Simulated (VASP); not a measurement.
Set up this calculation in VASP 6.6.1, as the native input.

```
Task                   : relaxation of cell and atoms
Functional             : PBEsol
Potentials or basis    : VASP PAW PBE potentials, release 64 (Sn_d)
Cutoff                 : 600 eV
k mesh                 : 9 × 9 × 9
Occupations            : fermi-dirac, width 0.05 eV
Spin                   : no spin polarisation
Target pressure        : 30 GPa
Dipole correction      : no
Further INCAR settings : ALGO = Normal; EDIFF = 1e-06; IBRION = 2; EDIFFG = -0.01; NSW = 80; ISIF = 3
```

The structure of Sn lies in POSCAR:

```
Sn
1.0
   -2.9401404553      2.9401404553      1.5993019889
    2.9401404553     -2.9401404553      1.5993019889
    2.9401404553      2.9401404553     -1.5993019889
Sn
2
Direct
    0.0000000000      0.0000000000      0.0000000000
    0.7500000000      0.2500000000      0.5000000000
```

The input as run:

INCAR

```
SYSTEM = Sn
PREC     = Accurate       ! precision mode
ENCUT    = 600            ! plane-wave cutoff, eV
EDIFF    = 1E-6           ! SCF threshold, eV
ISMEAR   = -1             ! smearing method
SIGMA    = 0.05           ! smearing width, eV
LREAL    = .FALSE.        ! projectors in reciprocal space
LASPH    = .TRUE.         ! aspherical terms in the spheres
NELM     = 100            ! most SCF steps
ALGO     = Normal         ! electronic algorithm
ISIF     = 3              ! what is computed and relaxed
LWAVE    = .FALSE.        ! write WAVECAR
LCHARG   = .FALSE.        ! write CHGCAR
GGA      = PS             ! functional
IBRION   = 2              ! ionic algorithm
NSW      = 80             ! ionic steps
EDIFFG   = -0.01          ! ionic threshold
PSTRESS  = 300.0
```

KPOINTS

```
regular mesh
0
G
  9 9 9
  0 0 0
```

Potentials or basis: VASP PAW PBE potentials, release 64 (Sn_d).

Launch:

```bash
$ cat potpaw_PBE.64/Sn_d/POTCAR > POTCAR
$ mpirun -np 1 vasp_std > vasp.out
```

Results of the run:

```json
{"Relaxed volume": "20.40 Å³/atom", "Relaxed cell": "a = 4.030 Å, b = 4.030 Å, c = 4.030 Å, α = 97.32°, β = 97.32°, γ = 138.16°", "Space group after relaxing (to 0.1 Å)": "I4_1/amd (No. 141)", "Energy change on relaxing (the run minimises the enthalpy)": "+461.8 meV/atom", "Ionic steps": "12", "Pressure after relaxing": "30.0 GPa", "Band gap on the k mesh": "zero (bands 14 and 15 overlap by 5.92 eV)"}
```

Caveat: the cell is relaxed towards a set pressure, so the run minimises the enthalpy, not the energy; the volume moved by over 15 % at a fixed basis, so the end points are rough; the PAW data sets were made with another functional, which shifts forces and pressure a little; spin-orbit coupling is left out, which moves the levels of the heavy elements.

It took 13 min on 1 thread of Intel Xeon 8259CL, with other jobs on the host, peak memory 0.26 GiB.
